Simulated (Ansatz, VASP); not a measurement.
**MgO in VASP and in Ansatz**

File INCAR:

```
PREC     = Accurate       # precision mode
ENCUT    = 840            # plane-wave cutoff, eV
EDIFF    = 1E-6           # SCF threshold, eV
ISMEAR   = -1             # smearing method
SIGMA    = 0.05           # smearing width, eV
LREAL    = False          # projectors in reciprocal space
LASPH    = True           # aspherical terms in the spheres
NELM     = 120            # most SCF steps
ALGO     = Normal         # electronic algorithm
ISIF     = 2              # what is computed and relaxed
LWAVE    = False          # write WAVECAR
LCHARG   = False          # write CHGCAR
GGA      = PE             # functional
NBANDS   = 15             # bands
GGA_COMPAT= False
```

KPOINTS

```
Automatic mesh
0
Gamma
  8 8 8
```

The input POSCAR:

```
MgO
1.0
    0.0000000000      2.1462000000      2.1462000000
    2.1462000000      0.0000000000      2.1462000000
    2.1462000000      2.1462000000      0.0000000000
Mg O
1 1
Direct
    0.0000000000      0.0000000000      0.0000000000
    0.5000000000      0.5000000000      0.5000000000
```

Input for Ansatz:

```yaml
crystal:
  lattice:
    - [0.0, 2.1462, 2.1462]
    - [2.1462, 0.0, 2.1462]
    - [2.1462, 2.1462, 0.0]
  atoms:
    - { symbol: Mg, position: [0.0, 0.0, 0.0] }
    - { symbol: O, position: [0.5, 0.5, 0.5] }
hamiltonian:
  xc: pbe
  pseudopotentials: { kind: paw }
basis:
  ecutwfc: 420
kpoints:
  mp_grid: { grid: [8, 8, 8] }
scf:
  occupations: { method: fermi_dirac, width: 0.05 }
  lower_state_search: "off"
output:
  forces: true
  stress: true
```

Alike in both runs: task single point; functional PBE; k mesh 8 × 8 × 8; occupations fermi-dirac, width 0.05 eV; no spin polarisation.

|  | VASP | Ansatz |
| --- | --- | --- |
| version | VASP 6.6.1 | Ansatz 0.2.0 |
| potentials or method | VASP PAW PBE potentials, release 64 (Mg_sv, O), cutoff 840 eV | PAW, plane waves, scalar-relativistic |
| valence electrons in the cell | 16 | 16 |

```tsv
	VASP	Ansatz	Ansatz less VASP
pressure (GPa)	-3.8	-3.8	-0.01
```
